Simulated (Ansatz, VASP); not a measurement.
# B: VASP beside Ansatz

```
B
1.0
    -1.12757    1.12757    1.12757
     1.12757   -1.12757    1.12757
     1.12757    1.12757   -1.12757
B
1
Direct
  0.00000 0.00000 0.00000
```

Alike in both runs: task single point; functional PBE; k mesh 21 × 21 × 21; no spin polarisation.

```csv
,VASP,Ansatz
version,VASP 6.6.1,Ansatz 0.2.0
potentials or method,"VASP PAW PBE potentials, release 64 (B), cutoff 520 eV",PAW plane waves
occupations,"fermi-dirac, width 0.1 eV",fermi-dirac
valence electrons in the cell,3,3
```

```csv
,VASP,Ansatz,Ansatz less VASP
pressure (GPa),18.1,18.2,+0.09
```
